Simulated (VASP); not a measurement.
InSb: single point with r2SCAN

Crystal: InSb.

```
In Sb
1.0
     3.76898    0.00000    0.00000
     0.00000    3.76898    0.00000
     0.00000    0.00000    3.76898
In Sb
1 1
Direct
  0.00000 0.00000 0.00000
  0.50000 0.50000 0.50000
```

```yaml
Program: VASP 6.6.1
Task: single point
Functional: r2SCAN
Potentials_or_basis: VASP PAW PBE potentials, release 64 (In_d, Sb)
Cutoff: 550 eV
k_mesh: 8 × 8 × 8
Occupations: fermi-dirac, width 0.02 eV
Spin: no spin polarisation
Dipole_correction: no
Further_INCAR_settings: ALGO = Normal; EDIFF = 1e-06; NBANDS = 16
```

The pressure is 0.4 GPa. The band gap on the k mesh is zero (bands 9 and 10 overlap by 3.56 eV).

Levels at points of the mesh, in eV from the Fermi level:
| k point | band 5 | band 6 | band 7 | band 8 | band 9 | band 10 | band 11 | band 12 | band 13 | band 14 |
| --- | --- | --- | --- | --- | --- | --- | --- | --- | --- | --- |
| (0.00, 0.00, 0.00) | -15.07 | -12.03 | -1.81 | -0.77 | -0.77 | -0.77 | 4.45 | 4.45 | 8.99 | 8.99 |
| (0.50, 0.00, 0.00) | -15.06 | -10.29 | -7.46 | 1.25 | 1.25 | 2.72 | 2.87 | 4.05 | 4.05 | 5.99 |
| (0.50, 0.50, 0.00) | -15.00 | -8.69 | -4.69 | -4.69 | -4.35 | 1.98 | 5.96 | 6.23 | 6.23 | 7.77 |
| (0.50, 0.50, 0.50) | -15.00 | -7.85 | -2.39 | -2.31 | -2.31 | -2.31 | -0.36 | -0.36 | -0.36 | 16.91 |

It took 3 min on 1 thread of Intel(R) Xeon(R) Platinum 8175M CPU @ 2.50GHz (Skylake/Cascade Lake), on a shared host, peak memory 0.19 GiB.

Caveat: the PAW data sets were made with another functional, which shifts forces and pressure a little; spin-orbit coupling is left out, which moves the levels of the heavy elements.
